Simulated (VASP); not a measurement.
A run of VASP 6.6.1:

INCAR

```
PREC = Accurate
ENCUT = 520
EDIFF = 1E-8
ISMEAR = 0
SIGMA = 0.01
LREAL = False
LASPH = True
NELM = 100
ALGO = Normal
ISIF = 2
LWAVE = False
LCHARG = True
GGA = PE
IVDW = 12
IBRION = 6
NFREE = 2
POTIM = 0.015
NSW = 1
```

The input KPOINTS:

```
Automatic mesh
0
Gamma
  12 12 12
```

Contents of POSCAR:

```
BN
1.0
    2.4642967250      0.0022769474     -0.2345917871
   -1.2229615560      2.1394241413      0.2345766739
   -1.0438543784     -0.8255557186      2.0872522829
B N
1 1
Direct
    1.0740745031      1.0329420141      0.1184025173
    0.5740744969      0.2829419859      0.8684024827
```

Potentials or basis: VASP PAW PBE potentials, release 64 (B, N).

Launch:

```bash
$ cat potpaw_PBE.64/B/POTCAR potpaw_PBE.64/N/POTCAR > POTCAR
$ mpirun -np 1 vasp_std > vasp.out
```

Hardware: 1 thread of Intel(R) Xeon(R) 6975P-C (Granite Rapids), on a shared host.

Task: How long does it take, and how much memory?

Result: It took 73 s on 1 thread of Intel(R) Xeon(R) 6975P-C (Granite Rapids), on a shared host, peak memory 0.23 GiB. Counts: scf iterations 41, k points 72.
